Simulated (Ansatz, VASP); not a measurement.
Two plane-wave programs on AsHF

Contents of INCAR:

```
ALGO = Normal
EDIFF = 1E-7
EDIFFG = -0.04
ENCUT = 700
GGA = PE
GGA_COMPAT = F
IBRION = 2
ISIF = 3
ISMEAR = 0
LASPH = T
LCHARG = F
LREAL = F
LWAVE = F
NELM = 120
NELMIN = 4
NSW = 90
PREC = Accurate
SIGMA = 0.1
```

KPOINTS

```
k-points
0
Gamma
  4 4 8
```

Contents of POSCAR:

```
AsHF
1.0
    4.5820302300      0.0000000000      0.0000000000
    0.0000000000      4.5820302300      0.0000000000
    0.0000000000      0.0000000000      2.0927308900
H As F
1 1 1
Direct
    0.0000000000      0.0000000000      0.0000000000
    0.5000000000      0.5000000000      0.5000000000
    0.0000000000      0.0000000000      0.5000000000
```

Input for Ansatz:

```yaml
crystal:
  lattice:
    - [4.58203023, 0.0, 0.0]
    - [0.0, 4.58203023, 0.0]
    - [0.0, 0.0, 2.09273089]
  atoms:
    - { symbol: H, position: [0.0, 0.0, 0.0] }
    - { symbol: As, position: [0.5, 0.5, 0.5] }
    - { symbol: F, position: [0.0, 0.0, 0.5] }
basis:
  ecutwfc: 420
kpoints:
  mp_grid: { grid: [4, 4, 8] }
hamiltonian:
  xc: pbe
scf:
  occupations: { method: gaussian, width: 0.1 }
  lower_state_search: "off"
output:
  forces: true
  stress: true
  eigenvalues: true
relax:
  adjacent_minimum: "off"
  f_tol: 0.04
  max_steps: 70
  cell: { stress_tol: 0.4 }
```

Alike in both runs: task relaxation of cell and atoms; functional PBE; k mesh 4 × 4 × 8; occupations gaussian, width 0.1 eV; no spin polarisation.

|  | VASP | Ansatz |
| --- | --- | --- |
| version | VASP 6.6.1 | Ansatz 0.2.0 |
| potentials or method | VASP PAW PBE potentials, release 64 (H, As_d, F), cutoff 700 eV | scalar-relativistic, plane waves, PAW |
| valence electrons in the cell | 23 | 23 |

Ansatz gave:

| Property | Result |
| --- | --- |
| gap on the k mesh at the Fermi level, each at its own relaxed structure (eV) | none |
| relaxed volume (Å³/atom) | 22.11 |
| relaxed length of the cell vector where the two differ most in proportion (Å) | 5.349 |

**Question.** Which values does VASP return?

**Answer.** gap on the k mesh at the Fermi level, each at its own relaxed structure (eV): none; relaxed volume (Å³/atom): 21.86; relaxed length of the cell vector where the two differ most in proportion (Å): 5.317.

A gap of «none» marks a metal or a gap that the smearing closes.

The k mesh is coarse, so the values compare programs but aren't converged. Noted on VASP's run: the volume moved by over 15 % at a fixed basis, so the end points are rough.
